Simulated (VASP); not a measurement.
Crystal: Al2Cu.

```
Cu Al
1.0
    -3.03350    3.03350    2.43850
     3.03350   -3.03350    2.43850
     3.03350    3.03350   -2.43850
Cu Al
2 4
Cartesian
  0.0000 0.0000 1.2192
  0.0000 0.0000 3.6578
  0.9592 2.0743 0.0000
  -0.9592 2.0743 2.4385
  2.0743 0.9592 2.4385
  3.9927 0.9592 0.0000
```

```yaml
Program: VASP 6.6.1
Task: relaxation of cell and atoms
Functional: PBEsol
Dispersion: D4
Potentials_or_basis: VASP PAW PBE potentials, release 64 (Cu, Al)
Cutoff: 600 eV
k_mesh: 7 × 7 × 7
Occupations: fermi-dirac, width 0.05 eV
Spin: no spin polarisation
```

At the start: pressure -5.5 GPa; volume 14.96 Å³/atom.

Question: How do energy, volume and symmetry change on relaxing?

Answer: Over 7 steps the energy falls by 14.4 meV/atom and the volume is 14.18 Å³/atom (-5.2 %); space group I4/mcm (No. 140, to 0.1 Å) before and after.

The path:
```csv
step,energy change (eV),largest force (eV/Å),pressure (GPa),volume (Å³)
1,0.0000,0.0656,-5.54,89.76
2,-0.0711,0.0014,2.67,83.20
3,-0.0860,0.0205,-0.01,85.04
4,-0.0860,0.0193,0.14,84.95
5,-0.0861,0.0167,-0.06,85.09
6,-0.0861,0.0167,-0.08,85.09
7,-0.0862,0.0083,-0.04,85.06
```

Final structure:
```
CELL_PARAMETERS angstrom
-2.97720 2.97720 2.39909
2.97720 -2.97720 2.39909
2.97720 2.97720 -2.39909
ATOMIC_POSITIONS crystal
Cu 0.25000 0.25000 0.00000
Cu 0.75000 0.75000 0.00000
Al 0.34141 0.15859 0.50000
Al 0.84141 0.34141 0.18281
Al 0.65859 0.84141 0.50000
Al 0.15859 0.65859 0.81719
```

Caveat: the PAW data sets were made with another functional, which shifts forces and pressure a little.
